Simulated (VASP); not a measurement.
Write the native input for VASP 6.6.1 that does the following.

```yaml
Task: single point
Functional: r2SCAN
Potentials_or_basis: VASP PAW PBE potentials, release 64 (Ba_sv, Te)
Cutoff: 520 eV
k_mesh: 6 × 6 × 6
Occupations: gaussian, width 0.01 eV
Spin: no spin polarisation
Dipole_correction: no
Further_INCAR_settings: ALGO = Normal; EDIFF = 1e-07; NBANDS = 15
```

The system is BaTe.

```
CELL_PARAMETERS angstrom
0.00000 3.49670 3.49670
3.49670 0.00000 3.49670
3.49670 3.49670 0.00000
ATOMIC_POSITIONS crystal
Ba 0.00000 0.00000 0.00000
Te 0.50000 0.50000 0.50000
```

The input as run:

POSCAR

```
BaTe
1.0
    0.0000000000      3.4967037339      3.4967037339
    3.4967037339      0.0000000000      3.4967037339
    3.4967037339      3.4967037339      0.0000000000
Ba Te
1 1
Direct
    0.0000000000      0.0000000000      0.0000000000
    0.5000000000      0.5000000000      0.5000000000
```

INCAR.step1

```
SYSTEM = BaTe
PREC = Accurate ; ENCUT = 520
ISMEAR = 0 ; SIGMA = 0.01
LREAL = .False. ; LASPH = .True.
NELM = 60 ; NBANDS = 15
GGA = PE ; ALGO = Normal
EDIFF = 1E-4 ; LWAVE = .True.
LCHARG = .False.
```

INCAR.step2

```
SYSTEM = BaTe
PREC = Accurate ; ENCUT = 520
EDIFF = 1E-7 ; ISMEAR = 0
SIGMA = 0.01 ; LREAL = .False.
LASPH = .True. ; NELM = 60
ALGO = Normal ; ISIF = 2
LWAVE = .False. ; LCHARG = .False.
METAGGA = R2SCAN ; LMIXTAU = .True.
NBANDS = 15 ; ISTART = 1
```

KPOINTS

```
Automatic mesh
0
Gamma
  6 6 6
  0 0 0
```

Potentials or basis: VASP PAW PBE potentials, release 64 (Ba_sv, Te).

The run is started by

```console
$ cat potpaw_PBE.64/Ba_sv/POTCAR potpaw_PBE.64/Te/POTCAR > POTCAR
$ cp INCAR.step1 INCAR
$ mpirun -np 1 vasp_std > vasp.out
$ cp INCAR.step2 INCAR
$ mpirun -np 1 vasp_std > vasp.out
```

Results of the run:

```
Pressure               : 1.3 GPa
Band gap on the k mesh : 1.87 eV (least direct gap 2.26 eV)
```

Caveat: the PAW data sets were made with another functional, which shifts forces and pressure a little; spin-orbit coupling is left out, which moves the levels of the heavy elements.

It took 3 min on 1 thread of Intel Xeon 8259CL (shared host), peak memory 0.26 GiB.
